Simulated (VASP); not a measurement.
The system is Ge5Pt.

```
Ge Pt
1.0
     4.05000    0.00000    0.00000
    -2.02500    3.50740    0.00000
     0.00000    0.00000   17.00000
Ge Pt
10 2
Cartesian
  2.0250 1.1691 16.6005
  2.0250 1.1691 14.1508
  0.0000 2.3383 0.3995
  0.0000 2.3383 2.8492
  0.0000 0.0000 3.6499
  0.0000 0.0000 6.0996
  0.0000 0.0000 13.3501
  0.0000 0.0000 10.9004
  2.0250 1.1691 9.3007
  0.0000 2.3383 7.6993
  2.0250 1.1691 6.9003
  0.0000 2.3383 10.0997
```

| Item | Value |
| --- | --- |
| Program | VASP 6.6.1 |
| Task | relaxation of cell and atoms |
| Functional | PBE |
| Potentials or basis | VASP PAW PBE potentials, release 64 (Ge_d, Pt) |
| Cutoff | 600 eV |
| k mesh | 5 × 5 × 1 |
| Occupations | gaussian, width 0.2 eV |
| Spin | no spin polarisation |

At the start: pressure 11.6 GPa; volume 20.12 Å³/atom.

**Question.** How do energy, volume and symmetry change on relaxing?

**Answer.** Over 13 steps the energy falls by 101.6 meV/atom and the volume is 22.34 Å³/atom (+11.0 %); space group P-3m1 (No. 164, to 0.1 Å) before and after.

Step by step:
```
step  energy change (eV)  largest force (eV/Å)  pressure (GPa)  volume (Å³)
   1              0.0000                1.5569           11.61       241.48
   2             -0.5681                0.6072           -5.76       296.13
   3             -1.0723                0.5733           -0.43       271.15
   4             -1.0723                0.5809           -0.26       270.54
   5             -1.1285                0.3801           -0.10       269.78
   6             -1.1726                0.2573            0.37       268.23
   7             -1.1923                0.2151           -0.38       270.29
   8             -1.1923                0.2167           -0.38       270.31
   9             -1.2067                0.1555            0.00       268.66
  10             -1.2102                0.2129            0.32       267.29
  11             -1.2167                0.1188           -0.10       268.52
  12             -1.2168                0.1062           -0.05       268.36
  13             -1.2189                0.0404           -0.03       268.12
```

Final structure:
```xyz
12
Lattice="4.2022 0.0000 0.0000 -2.1011 3.6392 0.0000 0.0000 0.0000 17.5331" Properties=species:S:1:pos:R:3 pbc="T T T"
Ge    2.1011    1.2131   17.1551
Ge    2.1011    1.2131   14.6339
Ge    0.0000    2.4261    0.3780
Ge    0.0000    2.4261    2.8992
Ge    0.0000    0.0000    3.6390
Ge    0.0000    0.0000    6.1451
Ge    2.1011    3.6392   13.8941
Ge    2.1011    3.6392   11.3880
Ge    2.1011    1.2131    9.7394
Ge    0.0000    2.4261    7.7937
Pt    2.1011    1.2131    7.0970
Pt    0.0000    2.4261   10.4361
```

Caveat: the k points lie up to 0.36 Å⁻¹ apart in the final cell; the relaxation stopped at a loose force limit of 0.08 eV/Å, so its end isn't a converged minimum.
